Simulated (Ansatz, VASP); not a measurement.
F: VASP beside Ansatz

```
CELL_PARAMETERS angstrom
2.93754 -1.69342 -0.12759
2.93754 1.69342 -0.12759
-1.98064 0.00000 7.11133
ATOMIC_POSITIONS crystal
F 0.07798 0.07798 0.09491
F 0.92202 0.92202 0.90509
F 0.49951 0.49951 0.59579
F 0.50049 0.50049 0.40421
```

Alike in both runs: task relaxation of cell and atoms; functional PBE; k mesh 8 × 8 × 4; occupations gaussian, width 0.02 eV; no spin polarisation.

|  | VASP | Ansatz |
| --- | --- | --- |
| version | VASP 6.6.1 | Ansatz 0.2.0 |
| potentials or method | VASP PAW PBE potentials, release 64 (F), cutoff 600 eV | scalar-relativistic, plane waves, PAW |
| valence electrons in the cell | 28 | 28 |

```tsv
	VASP	Ansatz	Ansatz less VASP
gap on the k mesh at the Fermi level, each at its own relaxed structure (eV)	2.61	2.97	+0.361
relaxed volume (Å³/atom)	16.65	19.50	+2.854
relaxed length of the cell vector where the two differ most in proportion (Å)	3.368	3.576	+0.2074
```

One of these differences is far larger than is usual between the two programs; its cause wasn't traced.
